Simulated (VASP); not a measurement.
Crystal: AlN.

```
CELL_PARAMETERS angstrom
3.15397 0.00000 0.00000
-1.57698 2.73141 0.00000
0.00000 0.00000 5.04655
ATOMIC_POSITIONS crystal
Al 0.66667 0.33333 0.50000
Al 0.33333 0.66667 0.00000
N 0.66667 0.33333 0.88000
N 0.33333 0.66667 0.38000
```

Base run:

```yaml
Program: VASP 6.6.1
Functional: PBEsol
Potentials_or_basis: VASP PAW PBE potentials, release 64 (Al, N)
Cutoff: 520 eV
k_mesh: 10 × 10 × 6
Occupations: fermi-dirac, width 0.05 eV
Spin: no spin polarisation
```

Its results: band gap on the k mesh 3.81 eV; pressure -7.2 GPa; largest force 0.104 eV/Å.

Task: The run is repeated on the same cell with these changes: functional from PBEsol to LDA; potentials or basis from VASP PAW PBE potentials, release 64 (Al, N) to VASP PAW LDA potentials, release 64 (Al, N). What comes out?

Result: Band gap on the k mesh 3.90 eV; pressure -11.2 GPa; largest force 0.091 eV/Å.

Caveats: the cell stands under tension; the PAW data sets were made with another functional, which shifts forces and pressure a little (at least some runs).

A k mesh can miss the band edges.
